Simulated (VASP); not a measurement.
Input of a VASP 6.6.1 run:

INCAR

```
ALGO     = Normal         # electronic algorithm
DIPOL    = 0.5 0.5 0.500
EDIFF    = 1E-7           # SCF threshold, eV
ENCUT    = 520            # plane-wave cutoff, eV
GGA      = PE             # functional
IDIPOL   = 3            
ISIF     = 2              # what is computed and relaxed
ISMEAR   = 0              # smearing method
IVDW     = 12             # dispersion correction
LASPH    = T              # aspherical terms in the spheres
LCHARG   = F              # write CHGCAR
LDIPOL   = T            
LREAL    = F              # projectors in reciprocal space
LWAVE    = F              # write WAVECAR
NBANDS   = 12             # bands
NELM     = 60             # most SCF steps
PREC     = Accurate       # precision mode
SIGMA    = 0.02           # smearing width, eV
```

KPOINTS

```
k-points
0
Gamma
  9 9 1
```

POSCAR

```
P
1.0
    3.1360000000      0.0000000000      0.0000000000
   -1.5680000000      2.7158556663      0.0000000000
    0.0000000000      0.0000000000     28.0000000000
P
2
Direct
    0.3333333333      0.6666666667      0.5143035714
    0.6666666667      0.3333333333      0.4856964286
```

Potentials or basis: VASP PAW PBE potentials, release 64 (P).

Launch:

```bash
$ cat potpaw_PBE.64/P/POTCAR > POTCAR
$ mpirun -np 1 vasp_std > vasp.out
```

Problem. Predict the largest force.

Solution. 6.748 eV/Å.

Problem. Predict the dispersion energy per atom.

Solution. -0.236 eV.

Problem. Estimate the band gap on the k mesh.

Solution. Zero (bands 5 and 6 overlap by 0.49 eV).

Forces in eV/Å, atoms in the order of the input:
```
P    0.000  0.000  6.748
P    0.000  0.000 -6.748
```
